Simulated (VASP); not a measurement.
# KI (Pm-3m) in VASP: settings compared, part 2 of 2

VASP 6.6.1. The steps go on from the part before.

**4. Single point, PBE**

File INCAR:

```
PREC = Accurate ; ENCUT = 500
EDIFF = 1E-6 ; ISMEAR = -1
SIGMA = 0.1 ; LREAL = F
LASPH = T ; NELM = 120
ALGO = Normal ; ISIF = 2
LWAVE = F ; LCHARG = T
GGA = PE ; LELF = T
LVHAR = T ; NBANDS = 15
GGA_COMPAT = F
```

File KPOINTS:

```
Automatic mesh
0
Gamma
  4 4 4
```

File POSCAR:

```
KI
1.0
    4.3332590000      0.0000000000      0.0000000000
    0.0000000000      4.3332590000      0.0000000000
    0.0000000000      0.0000000000      4.3332590000
I K
1 1
Direct
    0.0000000000      0.0000000000      0.0000000000
    0.5000000000      0.5000000000      0.5000000000
```

Potentials or basis: VASP PAW PBE potentials, release 64 (I, K_sv).

Command:

```sh
> cat potpaw_PBE.64/I/POTCAR potpaw_PBE.64/K_sv/POTCAR > POTCAR
> mpirun -np 1 vasp_std > vasp.out
```

OUTCAR:

```text
PREC = Accurate
   ENCUT = 500
   EDIFF = 1E-6
   ISMEAR = -1
   LREAL = F
   LASPH = T
   NELM = 120
   ISIF = 2
   GGA = PE

 ion  position               nearest neighbor table
   1  0.000  0.000  0.000-
   2  0.500  0.500  0.500-

  LATTYP: Found a simple cubic cell.
 ALAT       =     4.3332590000

  Lattice vectors:

 A1 = (   4.3332590000,   0.0000000000,   0.0000000000)
 A2 = (   0.0000000000,   4.3332590000,   0.0000000000)
 A3 = (   0.0000000000,   0.0000000000,   4.3332590000)

Analysis of symmetry for initial positions (statically):
=====================================================================
 Subroutine PRICEL returns:
 Original cell was already a primitive cell.

 Routine SETGRP: Setting up the symmetry group for a
 simple cubic supercell.

 Subroutine GETGRP returns: Found 48 space group operations
 (whereof 48 operations were pure point group operations)
 out of a pool of 48 trial point group operations.

The static configuration has the point symmetry O_h .

Analysis of symmetry for dynamics (positions and initial velocities):
=====================================================================
 Subroutine PRICEL returns:
 Original cell was already a primitive cell.

 Routine SETGRP: Setting up the symmetry group for a
 simple cubic supercell.

 Subroutine GETGRP returns: Found 48 space group operations
 (whereof 48 operations were pure point group operations)
 out of a pool of 48 trial point group operations.

The dynamic configuration has the point symmetry O_h .

 Subroutine INISYM returns: Found 48 space group operations
 (whereof 48 operations are pure point group operations),
 and found     1 'primitive' translations

----------------------------------------------------------------------------------------

                                     Primitive cell
[... 101 lines left out ...]
   GGA     = PE    functional components
   LHFCALC =     F    Hartree Fock is set to
   AEXX    =    0.0000 exact exchange contribution
   IVDW    =     0    specifies the selected vdW correction
   LEPSILON=     F    determine dielectric tensor
   LRPA    =     F    only Hartree local field effects (RPA)
 non-spin polarized calculation
  energy-cutoff  :      500.00
  volume of cell :       81.37
 maximum number of plane-waves:      2103
 NGX is ok and might be reduce to    32
   NGX = 15   NGY = 15   NGZ = 15

 number of electron      16.0000005 magnetization

 Free energy of the ion-electron system (eV)
  ---------------------------------------------------
  ext. energy  EPLUGINS =         0.00000000
  ---------------------------------------------------
  free energy    TOTEN  =        -5.41768373 eV

  energy without entropy =       -5.41768370  energy(sigma->0) =       -5.41768371

 E-fermi :   2.4325     XC(G=0):  -7.5883

 val. band max:        0.7000520331   @ k =   0.5000   0.5000   0.0000
 cond. band min:       3.9547189417   @ k =   0.0000   0.0000   0.0000
 fundamental gap:      3.2546669086
 Fermi energy:         2.4324802755

 k-point     1 :       0.0000    0.0000    0.0000
  band No.  band energies     occupation
      1     -28.7167      2.00000
      2     -12.1688      2.00000
      3     -12.1688      2.00000
      4     -12.1688      2.00000
      5     -10.3831      2.00000
      6       0.3549      2.00000
      7       0.3549      2.00000
      8       0.3549      2.00000
      9       3.9547      0.00000
     10       5.5170      0.00000
     11       5.5170      0.00000
     12       9.0442      0.00000
     13       9.0442      0.00000
     14       9.0442      0.00000
[... 149 lines left out ...]
      2     -12.2270      2.00000
      3     -12.2270      2.00000
      4     -12.2270      2.00000
      5      -9.9044      2.00000
      6      -0.8722      2.00000
      7      -0.8722      2.00000
      8      -0.8722      2.00000
      9       6.3117      0.00000
     10       6.3117      0.00000
     11       6.3117      0.00000
     12       9.4270      0.00000
     13       9.4270      0.00000
     14       9.4270      0.00000
     15       9.6758      0.00000

------------------------ aborting loop because EDIFF is reached ----------------------------------------

  FORCE on cell =-STRESS in cart. coord.  units (eV):
  Direction    XX          YY          ZZ          XY          YZ          ZX
  --------------------------------------------------------------------------------------
  -------------------------------------------------------------------------------------
  Total        0.0834680      0.0834680      0.0834680     -0.0000000     -0.0000000      0.0000000
  in kB        1.6435648      1.6435648      1.6435648     -0.0000000     -0.0000000      0.0000000
  external PRESSURE =       1.6435648 kB  Pullay stress =       0.0000000 kB

 VOLUME and BASIS-vectors are now :
 -----------------------------------------------------------------------------
  energy-cutoff  :      500.00
  volume of cell :       81.37
      direct lattice vectors                 reciprocal lattice vectors
     4.333259000  0.000000000  0.000000000     0.230773189  0.000000000  0.000000000
     0.000000000  4.333259000  0.000000000     0.000000000  0.230773189  0.000000000
     0.000000000  0.000000000  4.333259000     0.000000000  0.000000000  0.230773189

 POSITION                                       TOTAL-FORCE (eV/Angst)
 -----------------------------------------------------------------------------------
      0.00000      0.00000      0.00000         0.000000      0.000000      0.000000
      2.16663      2.16663      2.16663         0.000000      0.000000      0.000000
 -----------------------------------------------------------------------------------
    total drift:                                0.000000      0.000000     -0.000000

  FREE ENERGIE OF THE ION-ELECTRON SYSTEM (eV)
  ---------------------------------------------------
  free  energy   TOTEN  =        -5.4176837276 eV

  energy  without entropy=       -5.4176837000  energy(sigma->0) =       -5.41768371
```

OSZICAR:

```text
N       E                     dE             d eps       ncg     rms          rms(c)
DAV:   1     0.861050140682E+02    0.86105E+02   -0.65676E+03   300   0.863E+02
DAV:   2     0.691703512133E+00   -0.85413E+02   -0.80077E+02   398   0.225E+02
DAV:   3    -0.546204145978E+01   -0.61537E+01   -0.61340E+01   579   0.468E+01
DAV:   4    -0.553206449765E+01   -0.70023E-01   -0.70018E-01   370   0.483E+00
DAV:   5    -0.553459926366E+01   -0.25348E-02   -0.25347E-02   506   0.630E-01    0.255E+00
DAV:   6    -0.543634607832E+01    0.98253E-01   -0.71521E-02   377   0.171E+00    0.184E+00
DAV:   7    -0.541473206079E+01    0.21614E-01   -0.92100E-02   398   0.171E+00    0.739E-01
DAV:   8    -0.541747616949E+01   -0.27441E-02   -0.13345E-02   344   0.738E-01    0.147E-01
DAV:   9    -0.541761626164E+01   -0.14009E-03   -0.57782E-04   426   0.154E-01    0.670E-02
DAV:  10    -0.541767036998E+01   -0.54108E-04   -0.87531E-05   387   0.601E-02    0.137E-02
DAV:  11    -0.541768425361E+01   -0.13884E-04   -0.23397E-05   384   0.307E-02    0.179E-02
DAV:  12    -0.541768372760E+01    0.52601E-06   -0.11096E-06   359   0.769E-03
   1 F= -.54176837E+01 E0= -.54176837E+01  d E =-.275917E-07
```

stdout:

```text
POSCAR found type information on POSCAR I K
 POSCAR found :  2 types and       2 ions
 scaLAPACK will be used
 LDA part: xc-table for (Slater+PW92), standard interpolation
 POSCAR, INCAR and KPOINTS ok, starting setup
 FFT: planning ... GRIDC
 FFT: planning ... GRID_SOFT
 FFT: planning ... GRID
 WAVECAR not read
 entering main loop
```

Run time: 6.3 s. Hardware: 1 thread of Intel Xeon 6975P-C (Granite Rapids), shared host; peak memory 0.17 GiB.

Results:

* Free energy: -5.4177 eV
* Pressure: 0.2 GPa
* Band gap on the k mesh: 3.25 eV, indirect (least direct gap 3.60 eV)

Caveat: spin-orbit coupling is left out, which moves the levels of the heavy elements. A k mesh can miss the band edges.

**5. Single point, PBE+D3(BJ)**

File INCAR:

```
PREC = Accurate
ENCUT = 500
EDIFF = 1E-6
ISMEAR = -1
SIGMA = 0.1
LREAL = F
LASPH = T
NELM = 120
ALGO = Normal
ISIF = 2
LWAVE = F
LCHARG = F
GGA = PE
IVDW = 12
NBANDS = 15
GGA_COMPAT = F
```

KPOINTS is that of step 4.

POSCAR is that of step 4.

Potentials or basis: VASP PAW PBE potentials, release 64 (I, K_sv).

Command:

```sh
> cat potpaw_PBE.64/I/POTCAR potpaw_PBE.64/K_sv/POTCAR > POTCAR
> mpirun -np 1 vasp_std > vasp.out
```

OUTCAR:

```text
PREC = Accurate
   ENCUT = 500
   EDIFF = 1E-6
   ISMEAR = -1
   LREAL = F
   LASPH = T
   NELM = 120
   ISIF = 2
   GGA = PE
   IVDW = 12
 IVDW          = 12

 ion  position               nearest neighbor table
   1  0.000  0.000  0.000-
   2  0.500  0.500  0.500-

  LATTYP: Found a simple cubic cell.
 ALAT       =     4.3332590000

  Lattice vectors:

 A1 = (   4.3332590000,   0.0000000000,   0.0000000000)
 A2 = (   0.0000000000,   4.3332590000,   0.0000000000)
 A3 = (   0.0000000000,   0.0000000000,   4.3332590000)

Analysis of symmetry for initial positions (statically):
=====================================================================
 Subroutine PRICEL returns:
 Original cell was already a primitive cell.

 Routine SETGRP: Setting up the symmetry group for a
 simple cubic supercell.

 Subroutine GETGRP returns: Found 48 space group operations
 (whereof 48 operations were pure point group operations)
 out of a pool of 48 trial point group operations.

[... 156 lines left out ...]
      1     -28.7167      2.00000
      2     -12.1688      2.00000
      3     -12.1688      2.00000
      4     -12.1688      2.00000
      5     -10.3831      2.00000
      6       0.3549      2.00000
      7       0.3549      2.00000
      8       0.3549      2.00000
      9       3.9547      0.00000
     10       5.5170      0.00000
     11       5.5170      0.00000
     12       9.0442      0.00000
     13       9.0442      0.00000
     14       9.0442      0.00000
[... 149 lines left out ...]
      2     -12.2270      2.00000
      3     -12.2270      2.00000
      4     -12.2270      2.00000
      5      -9.9044      2.00000
      6      -0.8722      2.00000
      7      -0.8722      2.00000
      8      -0.8722      2.00000
      9       6.3117      0.00000
     10       6.3117      0.00000
     11       6.3117      0.00000
     12       9.4270      0.00000
     13       9.4270      0.00000
     14       9.4270      0.00000
     15       9.6758      0.00000

------------------------ aborting loop because EDIFF is reached ----------------------------------------

 Edisp (eV)   -0.50305

 E8    (eV) :    -0.2450

  FORCE on cell =-STRESS in cart. coord.  units (eV):
  Direction    XX          YY          ZZ          XY          YZ          ZX
  --------------------------------------------------------------------------------------
  -------------------------------------------------------------------------------------
  Total      -0.41407    -0.41407    -0.41407    -0.00000    -0.00000     0.00000
  in kB      -8.15336    -8.15336    -8.15336    -0.00000    -0.00000     0.00000
  external pressure =       -8.15 kB  Pullay stress =        0.00 kB

 VOLUME and BASIS-vectors are now :
 -----------------------------------------------------------------------------
  energy-cutoff  :      500.00
  volume of cell :       81.37
      direct lattice vectors                 reciprocal lattice vectors
     4.333259000  0.000000000  0.000000000     0.230773189  0.000000000  0.000000000
     0.000000000  4.333259000  0.000000000     0.000000000  0.230773189  0.000000000
     0.000000000  0.000000000  4.333259000     0.000000000  0.000000000  0.230773189

 POSITION                                       TOTAL-FORCE (eV/Angst)
 -----------------------------------------------------------------------------------
      0.00000      0.00000      0.00000         0.000000      0.000000      0.000000
      2.16663      2.16663      2.16663         0.000000      0.000000      0.000000
 -----------------------------------------------------------------------------------
    total drift:                                0.000000      0.000000     -0.000000

  FREE ENERGIE OF THE ION-ELECTRON SYSTEM (eV)
  ---------------------------------------------------
  free  energy   TOTEN  =        -5.9207293578 eV

  energy  without entropy=       -5.9207293302  energy(sigma->0) =       -5.92072934
```

Wall time 5.4 s (1 thread of Intel Xeon 6975P-C (Granite Rapids), shared host); peak memory 0.18 GiB.

Results:

- Free energy: -5.9207 eV
- Pressure: -0.8 GPa
- Band gap on the k mesh: 3.25 eV, indirect (least direct gap 3.60 eV)
- Dispersion energy per atom: -0.252 eV

Levels at points of the mesh, in eV from the valence-band top:
| k point | band 4 | band 5 | band 6 | band 7 | band 8 | band 9 | band 10 | band 11 | band 12 | band 13 |
| --- | --- | --- | --- | --- | --- | --- | --- | --- | --- | --- |
| (0.00, 0.00, 0.00) | -12.87 | -11.08 | -0.35 | -0.35 | -0.35 | 3.25 | 4.82 | 4.82 | 8.34 | 8.34 |
| (0.50, 0.00, 0.00) | -12.86 | -10.82 | -2.19 | -0.27 | -0.27 | 5.41 | 6.20 | 6.90 | 7.07 | 8.60 |
| (0.50, 0.50, 0.00) | -12.85 | -10.76 | -1.64 | -1.64 | 0.00 | 3.94 | 5.68 | 6.80 | 6.80 | 8.91 |
| (0.50, 0.50, 0.50) | -12.93 | -10.60 | -1.57 | -1.57 | -1.57 | 5.61 | 5.61 | 5.61 | 8.73 | 8.73 |

Caveat: three body term missing; spin-orbit coupling is left out, which moves the levels of the heavy elements. A k mesh can miss the band edges.

**6. Summary**

```tsv
level	k mesh	gap on the mesh (eV)	pressure (GPa)
PBE	4 × 4 × 4	3.25	0.2
PBE	4 × 4 × 4, shifted	4.63	0.0
PBE+D3(BJ)	4 × 4 × 4	3.25	-0.8
```

Alike in all rows: task single point; potentials or basis VASP PAW PBE potentials, release 64 (I, K_sv); no spin polarisation; cell as given; cutoff (eV) 500; smearing fermi-dirac 0.1 eV.

On the cell as given the gap runs from 3.25 eV (PBE) to 4.63 eV (PBE). The pressure there spans -0.8 GPa (PBE+D3(BJ)) to 0.2 GPa (PBE); a positive pressure means that this level wants a larger cell, a negative one a smaller.

Caveats: spin-orbit coupling is left out, which moves the levels of the heavy elements; three body term missing (some runs).

Absolute energies hang on the potentials; compare differences alone.
